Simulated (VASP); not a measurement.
# AlRu in VASP: notebook

AlRu is run at these levels: PBEsol; tasks: single point.

Program: VASP 6.6.1. These are calculated values, not measurements. Logs are shortened: lines on timing, memory, paths and dates and some standing lists are left out, and cuts for length are marked.

### 1 The cell of the first run

The typed cell holds 2 atoms: a = 2.992 Å, b = 2.992 Å, c = 2.992 Å, α = 90.00°, β = 90.00°, γ = 90.00°.

### 2 Single point, PBEsol (one atom moved)

INCAR reads:

```
ALGO     = Fast           # electronic algorithm
EDIFF    = 1E-7           # SCF threshold, eV
ENCUT    = 520            # plane-wave cutoff, eV
GGA      = PS             # functional
ISIF     = 2              # what is computed and relaxed
ISMEAR   = 0              # smearing method
LASPH    = True           # aspherical terms in the spheres
LCHARG   = False          # write CHGCAR
LREAL    = False          # projectors in reciprocal space
LWAVE    = False          # write WAVECAR
NBANDS   = 16             # bands
NELM     = 60             # most SCF steps
PREC     = Accurate       # precision mode
SIGMA    = 0.1            # smearing width, eV
```

KPOINTS reads:

```
k-points
0
Gamma
  12 12 12
```

POSCAR reads:

```
AlRu
1.0
    2.9916000000      0.0000000000      0.0000000000
    0.0000000000      2.9916000000      0.0000000000
    0.0000000000      0.0000000000      2.9916000000
Al Ru
1 1
Direct
    0.0000000000      0.0000000000      0.0000000000
    0.5155702634      0.5065583634      0.5248930338
```

Potentials or basis: VASP PAW PBE potentials, release 64 (Al, Ru_pv).

Command:

```console
> cat potpaw_PBE.64/Al/POTCAR potpaw_PBE.64/Ru_pv/POTCAR > POTCAR
> mpirun -np 1 vasp_std > vasp.out
```

OUTCAR:

```text
EDIFF = 1E-7
   ENCUT = 520
   GGA = PS
   ISIF = 2
   ISMEAR = 0
   LASPH = True
   LREAL = False
   NELM = 60
   PREC = Accurate

 ion  position               nearest neighbor table
   1  0.000  0.000  0.000-   2 2.51   2 2.53   2 2.56   2 2.59   2 2.60   2 2.62   2 2.65   2 2.67

   2  0.516  0.507  0.525-   1 2.51   1 2.53   1 2.56   1 2.59   1 2.60   1 2.62   1 2.65   1 2.67

  LATTYP: Found a simple cubic cell.
 ALAT       =     2.9916000000

  Lattice vectors:

 A1 = (   2.9916000000,   0.0000000000,   0.0000000000)
 A2 = (   0.0000000000,   2.9916000000,   0.0000000000)
 A3 = (   0.0000000000,   0.0000000000,   2.9916000000)

Analysis of symmetry for initial positions (statically):
=====================================================================
 Subroutine PRICEL returns:
 Original cell was already a primitive cell.

 Routine SETGRP: Setting up the symmetry group for a
 simple cubic supercell.

 Subroutine GETGRP returns: Found  1 space group operations
 (whereof  1 operations were pure point group operations)
 out of a pool of 48 trial point group operations.

The static configuration has the point symmetry C_1 .

Analysis of symmetry for dynamics (positions and initial velocities):
=====================================================================
 Subroutine PRICEL returns:
 Original cell was already a primitive cell.

 Routine SETGRP: Setting up the symmetry group for a
 simple cubic supercell.

 Subroutine GETGRP returns: Found  1 space group operations
 (whereof  1 operations were pure point group operations)
 out of a pool of 48 trial point group operations.

The dynamic configuration has the point symmetry C_1 .

 Subroutine INISYM returns: Found  1 space group operations
 (whereof  1 operations are pure point group operations),
 and found     1 'primitive' translations

----------------------------------------------------------------------------------------

                                     Primitive cell

  volume of cell :      26.7738

  direct lattice vectors                    reciprocal lattice vectors
     2.991600000  0.000000000  0.000000000     0.334269287  0.000000000  0.000000000
     0.000000000  2.991600000  0.000000000     0.000000000  0.334269287  0.000000000
     0.000000000  0.000000000  2.991600000     0.000000000  0.000000000  0.334269287

  length of vectors
     2.991600000  2.991600000  2.991600000     0.334269287  0.334269287  0.334269287

  position of ions in fractional coordinates (direct lattice)
     0.000000000  0.000000000  0.000000000
     0.515570263  0.506558363  0.524893034

  ion indices of the primitive-cell ions
   primitive index   ion index
                 1           1
                 2           2

----------------------------------------------------------------------------------------

 KPOINTS: k-points

Automatic generation of k-mesh.
 Grid dimensions read from file:
 generate k-points for:   12   12   12

 Generating k-lattice:

  Cartesian coordinates                     Fractional coordinates (reciprocal lattice)
     0.027855774  0.000000000  0.000000000     0.083333333  0.000000000  0.000000000
     0.000000000  0.027855774  0.000000000     0.000000000  0.083333333  0.000000000
     0.000000000  0.000000000  0.027855774     0.000000000  0.000000000  0.083333333

  Length of vectors
     0.027855774  0.027855774  0.027855774

  Shift w.r.t. Gamma in fractional coordinates (k-lattice)
     0.000000000  0.000000000  0.000000000

 Subroutine IBZKPT returns following result:
 ===========================================

 Found    868 irreducible k-points:

 Following reciprocal coordinates:
            Coordinates               Weight
  0.000000  0.000000  0.000000      1.000000
  0.083333  0.000000  0.000000      2.000000
  0.000000  0.083333  0.000000      2.000000
  0.000000  0.000000  0.083333      2.000000
  0.166667  0.000000  0.000000      2.000000
  0.000000  0.166667  0.000000      2.000000
[... 16 lines left out ...]
 -0.083333  0.083333  0.000000      2.000000
 -0.083333  0.000000  0.083333      2.000000
 [... further k-points ...]
   k-points           NKPTS =    868   k-points in BZ     NKDIM =    868   number of bands    NBANDS=     16
   number of dos      NEDOS =    301   number of ions     NIONS =      2
   total plane-waves  NPLWV =  13824
   dimension x,y,z NGX =    24 NGY =   24 NGZ =   24
   dimension x,y,z NGXF=    48 NGYF=   48 NGZF=   48
   ions per type =               1   1
   NGX,Y,Z   is equivalent  to a cutoff of  13.34, 13.34, 13.34 a.u.
   NGXF,Y,Z  is equivalent  to a cutoff of  26.67, 26.67, 26.67 a.u.
 SYSTEM =  unknown system
   PREC   = accura    normal or accurate (medium, high low for compatibility)
   ISTART =      0    job   : 0-new  1-cont  2-samecut
   ICHARG =      2    charge: 1-file 2-atom 10-const
   ISPIN  =      1    spin polarized calculation?
   LNONCOLLINEAR =      F non collinear calculations
   LSORBIT =      F    spin-orbit coupling
   LASPH  =      T    aspherical Exc in radial PAW
   ENCUT  =  520.0 eV  38.22 Ry    6.18 a.u.   5.56  5.56  5.56*2*pi/ulx,y,z
   NELM   =     60;   NELMIN=  2; NELMDL= -5     # of ELM steps
   EDIFF  = 0.1E-06   stopping-criterion for ELM
   LREAL  =      F    real-space projection
   EDIFFG = 0.1E-05   stopping-criterion for IOM
   NSW    =      0    number of steps for IOM
   IBRION =     -1    ionic relax: 0-MD 1-quasi-New 2-CG
   NFREE  =      0    steps in history (QN), initial steepest desc. (CG)
   ISIF   =      2    stress and relaxation
   ISYM   =      2    0-nonsym 1-usesym 2-fastsym
   POTIM  = 0.5000    time-step for ionic-motion
   TEBEG  =    0.0;   TEEND  =   0.0 temperature during run
   PSTRESS=    0.0 pullay stress
   NELECT =      17.0000    total number of electrons
   NUPDOWN=      -1.0000    fix difference up-down
   EMIN   =  10.00;   EMAX   =-10.00  energy-range for DOS
   EFERMI =   0.00;   METHOD = LEGACY
   ISMEAR =     0;   SIGMA  =   0.10  broadening in eV -4-tet -1-fermi 0-gaus
   EFERMI_NEDOS =   21; number of points for ismear=-14 and -15
   IALGO  =     68    algorithm
   IMIX   =      4    mixing-type and parameters
     AMIX     =   0.40;   BMIX     =  1.00
     AMIX_MAG =   1.60;   BMIX_MAG =  1.00
  volume/ion in A,a.u.               =      13.39        90.34
  Fermi-wavevector in a.u.,A,eV,Ry     =   1.407087  2.659009 26.938090  1.979894
  Thomas-Fermi vector in A             =   2.529382
   LORBIT       =      0    0 simple, 1 ext, 2 COOP (PROOUT), +10 PAW based schemes
   GGA     = PS    functional components
   LHFCALC =     F    Hartree Fock is set to
   AEXX    =    0.0000 exact exchange contribution
   IVDW    =     0    specifies the selected vdW correction
   LEPSILON=     F    determine dielectric tensor
   LRPA    =     F    only Hartree local field effects (RPA)
 non-spin polarized calculation
 RMM-DIIS sequential band-by-band and
 Gauss-broadening in eV      SIGMA  =   0.10
  energy-cutoff  :      520.00
  volume of cell :       26.77
 maximum number of plane-waves:       739
 NGX is ok and might be reduce to    24
   NGX = 11   NGY = 11   NGZ = 11

 number of electron      17.0000000 magnetization

 Free energy of the ion-electron system (eV)
  ---------------------------------------------------
  ext. energy  EPLUGINS =         0.00000000
  ---------------------------------------------------
  free energy    TOTEN  =       -15.49487792 eV

  energy without entropy =      -15.48765834  energy(sigma->0) =      -15.49126813

 E-fermi :  10.5855     XC(G=0): -12.6850

 val. band max:       10.5846079923   @ k =   0.0833   0.0833   0.0000
 cond. band min:      10.5872766896   @ k =  -0.0833   0.0833   0.0000
 fundamental gap:      0.0026686973
 Fermi energy:        10.5854533077

 k-point     1 :       0.0000    0.0000    0.0000
  band No.  band energies     occupation
      1     -31.1199      2.00000
      2     -31.1194      2.00000
      3     -31.1180      2.00000
      4       0.9154      2.00000
      5       6.9947      2.00000
      6       6.9988      2.00000
[... 8 lines left out ...]
     15      22.5912      0.00000
     16      25.6146      0.00000

 k-point     2 :       0.0833    0.0000    0.0000
  band No.  band energies     occupation
      1     -31.1336      2.00000
      2     -31.1186      2.00000
      3     -31.1170      2.00000
      4       1.0491      2.00000
      5       7.0412      2.00000
      6       7.0456      2.00000
[... 8 lines left out ...]
     15      22.5924      0.00000
     16      26.0369      0.00000

 k-point     3 :       0.0000    0.0833    0.0000
  band No.  band energies     occupation
      1     -31.1341      2.00000
      2     -31.1183      2.00000
      3     -31.1168      2.00000
      4       1.0491      2.00000
      5       7.0413      2.00000
      6       7.0455      2.00000
[... 8 lines left out ...]
     15      22.5924      0.00000
     16      26.0387      0.00000

 k-point     4 :       0.0000    0.0000    0.0833
  band No.  band energies     occupation
      1     -31.1326      2.00000
      2     -31.1186      2.00000
      3     -31.1180      2.00000
      4       1.0489      2.00000
      5       7.0413      2.00000
      6       7.0453      2.00000
[... 8 lines left out ...]
     15      22.5923      0.00000
     16      26.0334      0.00000
[... 324 lines left out ...]
 k-point    22 :       0.0833    0.0000    0.0833
  band No.  band energies     occupation
      1     -31.1331      2.00000
      2     -31.1306      2.00000
      3     -31.1174      2.00000
      4       1.1812      2.00000
      5       7.0851      2.00000
      6       7.0978      2.00000
[... 8 lines left out ...]
     15      22.5925      0.00000
     16      26.3902      0.00000

 k-point    23 :      -0.0833    0.0833    0.0000
  band No.  band energies     occupation
      1     -31.1332      2.00000
      2     -31.1320      2.00000
      3     -31.1159      2.00000
      4       1.1813      2.00000
      5       7.0889      2.00000
      6       7.0942      2.00000
[... 8 lines left out ...]
     15      22.5926      0.00000
     16      26.4058      0.00000

 k-point    24 :      -0.0833    0.0000    0.0833
  band No.  band energies     occupation
      1     -31.1324      2.00000
      2     -31.1312      2.00000
      3     -31.1173      2.00000
      4       1.1811      2.00000
      5       7.0848      2.00000
      6       7.0979      2.00000
[... 8 lines left out ...]
     15      22.5926      0.00000
     16      26.4058      0.00000

 [... further k-points ...]

------------------------ aborting loop because EDIFF is reached ----------------------------------------

  FORCE on cell =-STRESS in cart. coord.  units (eV):
  Direction    XX          YY          ZZ          XY          YZ          ZX
  --------------------------------------------------------------------------------------
  -------------------------------------------------------------------------------------
  Total       -0.4488957     -0.4269077     -0.4898239      0.0241180      0.0381765      0.0898394
  in kB      -26.8624420    -25.5466494    -29.3116323      1.4432469      2.2845278      5.3760952
  external PRESSURE =     -27.2402413 kB  Pullay stress =       0.0000000 kB

 VOLUME and BASIS-vectors are now :
 -----------------------------------------------------------------------------
  energy-cutoff  :      520.00
  volume of cell :       26.77
      direct lattice vectors                 reciprocal lattice vectors
     2.991600000  0.000000000  0.000000000     0.334269287  0.000000000  0.000000000
     0.000000000  2.991600000  0.000000000     0.000000000  0.334269287  0.000000000
     0.000000000  0.000000000  2.991600000     0.000000000  0.000000000  0.334269287

 POSITION                                       TOTAL-FORCE (eV/Angst)
 -----------------------------------------------------------------------------------
      0.00000      0.00000      0.00000         0.363636      0.153968      0.575351
      1.54238      1.51542      1.57027        -0.363636     -0.153968     -0.575351
 -----------------------------------------------------------------------------------
    total drift:                               -0.000038      0.000085      0.000072

  FREE ENERGIE OF THE ION-ELECTRON SYSTEM (eV)
  ---------------------------------------------------
  free  energy   TOTEN  =       -15.4948779160 eV

  energy  without entropy=      -15.4876583433  energy(sigma->0) =      -15.49126813
```

Run time: 3 min. Hardware: 1 thread of AMD EPYC 9R45 (Zen 5), shared host; peak memory 0.41 GiB.

What came out:

| Quantity | Value |
| --- | --- |
| Free energy | -15.4949 eV |
| Pressure | -2.7 GPa |
| Largest force | 0.698 eV/Å |
| Band gap on the k mesh | zero (an odd number of electrons rules out a gap without spin polarisation) |

Forces in eV/Å, atoms in the order of the input:
```
Al   0.364  0.154  0.575
Ru  -0.364 -0.154 -0.575
```

Stress tensor (GPa, compression positive):
```
-2.69  0.14  0.54
 0.14 -2.55  0.23
 0.54  0.23 -2.93
```

Levels at points of the mesh, in eV from the Fermi level:
| k point | band 7 | band 8 | band 9 | band 10 | band 11 | band 12 |
| --- | --- | --- | --- | --- | --- | --- |
| (0.00, 0.00, 0.00) | 0.18 | 0.20 | 0.20 | 6.08 | 6.09 | 6.11 |
| (0.50, 0.00, 0.00) | -1.60 | -1.59 | 0.44 | 2.29 | 7.47 | 11.02 |
| (0.00, 0.50, 0.00) | -1.60 | -1.59 | 0.45 | 2.29 | 7.46 | 11.03 |
| (0.00, 0.00, 0.50) | -1.59 | -1.59 | 0.44 | 2.30 | 7.48 | 11.00 |
| (0.50, 0.50, 0.00) | -1.42 | -1.08 | -1.07 | 1.54 | 5.28 | 6.26 |
| (0.00, 0.50, 0.50) | -1.37 | -1.13 | -1.12 | 1.54 | 5.28 | 6.26 |
| (0.50, 0.00, 0.50) | -1.34 | -1.16 | -1.15 | 1.54 | 5.29 | 6.27 |
| (0.50, 0.50, 0.50) | 1.63 | 1.63 | 2.60 | 4.10 | 4.10 | 4.12 |

Caveat: the cell differs from its parent crystal (one atom moved); the PAW data sets were made with another functional, which shifts forces and pressure a little.

### 3 Single point, PBEsol (atoms moved at random and the cell strained at random)

INCAR reads:

```
  PREC = Accurate
  ENCUT = 520
  EDIFF = 1E-6
  ISMEAR = 0
  SIGMA = 0.1
  LREAL = F
  LASPH = T
  NELM = 60
  ALGO = Fast
  ISIF = 2
  LWAVE = F
  LCHARG = F
  GGA = PS
  NBANDS = 16
```

KPOINTS reads:

```
regular mesh
0
Gamma
  12 12 12
```

POSCAR reads:

```
AlRu
1.0
    3.0995369280     -0.0044874000     -0.0115475760
   -0.0044874000      3.0818864880     -0.0109193400
   -0.0115475760     -0.0109193400      3.0722834520
Al Ru
1 1
Direct
   -0.0096770959      0.0022730312     -0.0013136783
    0.5096770959      0.4977269688      0.5013136783
```

Potentials or basis: VASP PAW PBE potentials, release 64 (Al, Ru_pv).

Command:

```console
> cat potpaw_PBE.64/Al/POTCAR potpaw_PBE.64/Ru_pv/POTCAR > POTCAR
> mpirun -np 1 vasp_std > vasp.out
```

Run time: 2.4 min. Hardware: 1 thread of AMD EPYC 9R45 (Zen 5), shared host; peak memory 0.44 GiB.

It converged, with:

| Item | Value |
| --- | --- |
| Free energy | -15.3281 eV |
| Pressure | -18.4 GPa |
| Largest force | 0.319 eV/Å |
| Band gap on the k mesh | zero (an odd number of electrons rules out a gap without spin polarisation) |

Forces in eV/Å, atoms in the order of the input:
```
Al   0.308 -0.067  0.050
Ru  -0.308  0.067 -0.050
```

Stress tensor (GPa, compression positive):
```
-19.18   0.20   0.76
  0.20 -18.28   0.67
  0.76   0.67 -17.86
```

Levels at points of the mesh, in eV from the Fermi level:
| k point | band 7 | band 8 | band 9 | band 10 | band 11 | band 12 |
| --- | --- | --- | --- | --- | --- | --- |
| (0.00, 0.00, 0.00) | 0.13 | 0.17 | 0.19 | 5.53 | 5.68 | 5.78 |
| (0.50, 0.00, 0.00) | -1.41 | -1.35 | 0.40 | 1.90 | 7.50 | 10.54 |
| (0.00, 0.50, 0.00) | -1.46 | -1.36 | 0.38 | 1.99 | 7.49 | 10.43 |
| (0.50, 0.50, 0.00) | -1.27 | -0.97 | -0.95 | 1.30 | 4.66 | 5.37 |
| (0.00, 0.00, 0.50) | -1.46 | -1.40 | 0.37 | 2.03 | 7.48 | 10.43 |
| (0.50, 0.00, 0.50) | -1.23 | -1.00 | -0.97 | 1.32 | 4.70 | 5.39 |
| (0.00, 0.50, 0.50) | -1.26 | -0.99 | -0.98 | 1.35 | 4.76 | 5.41 |
| (0.50, 0.50, 0.50) | 1.38 | 1.43 | 2.06 | 3.85 | 3.88 | 4.01 |

Caveat: the cell differs from its parent crystal (atoms moved at random and the cell strained at random); the cell stands under tension; the PAW data sets were made with another functional, which shifts forces and pressure a little.

### 4 Single point, PBEsol (12.94 Å³/atom)

This run uses another cell than the first one, of 12.94 Å³/atom.

INCAR reads:

```
SYSTEM = AlRu
PREC     = Accurate       ! precision mode
ENCUT    = 520            ! plane-wave cutoff, eV
EDIFF    = 1E-6           ! SCF threshold, eV
ISMEAR   = -1             ! smearing method
SIGMA    = 0.15           ! smearing width, eV
LREAL    = .FALSE.        ! projectors in reciprocal space
LASPH    = .TRUE.         ! aspherical terms in the spheres
NELM     = 100            ! most SCF steps
ALGO     = Normal         ! electronic algorithm
ISIF     = 2              ! what is computed and relaxed
LWAVE    = .FALSE.        ! write WAVECAR
LCHARG   = .FALSE.        ! write CHGCAR
GGA      = PS             ! functional
NBANDS   = 16             ! bands
```

KPOINTS reads:

```
Automatic mesh
0
G
  14 14 14
  0 0 0
```

POSCAR reads:

```
AlRu
1.0
    2.9582683922      0.0000000000      0.0000000000
    0.0000000000      2.9582683922      0.0000000000
    0.0000000000      0.0000000000      2.9582683922
Al Ru
1 1
Direct
    0.0000000000      0.0000000000      0.0000000000
    0.5000000000      0.5000000000      0.5000000000
```

Command:

```console
> cat potpaw_PBE.64/Al/POTCAR potpaw_PBE.64/Ru_pv/POTCAR > POTCAR
> mpirun -np 1 vasp_std > vasp.out
```

Wall time 17 s (1 thread of Intel Xeon 6975P-C (Granite Rapids), shared host); peak memory 0.17 GiB.

It converged, with:

```
Free energy            : -15.5667 eV
Pressure               : 4.7 GPa
Band gap on the k mesh : zero (an odd number of electrons rules out a gap without spin polarisation)
```

Levels at points of the mesh, in eV from the Fermi level:
| k point | band 7 | band 8 | band 9 | band 10 | band 11 | band 12 |
| --- | --- | --- | --- | --- | --- | --- |
| (0.00, 0.00, 0.00) | 0.17 | 0.17 | 0.17 | 6.20 | 6.20 | 6.20 |
| (0.50, 0.00, 0.00) | -1.71 | -1.71 | 0.44 | 2.38 | 7.39 | 11.14 |
| (0.50, 0.50, 0.00) | -1.42 | -1.26 | -1.26 | 1.58 | 5.47 | 6.60 |
| (0.50, 0.50, 0.50) | 1.68 | 1.68 | 2.77 | 4.15 | 4.15 | 4.15 |

Caveat: the cell stands under pressure; the PAW data sets were made with another functional, which shifts forces and pressure a little.

(Continued in part 2 of 2.)
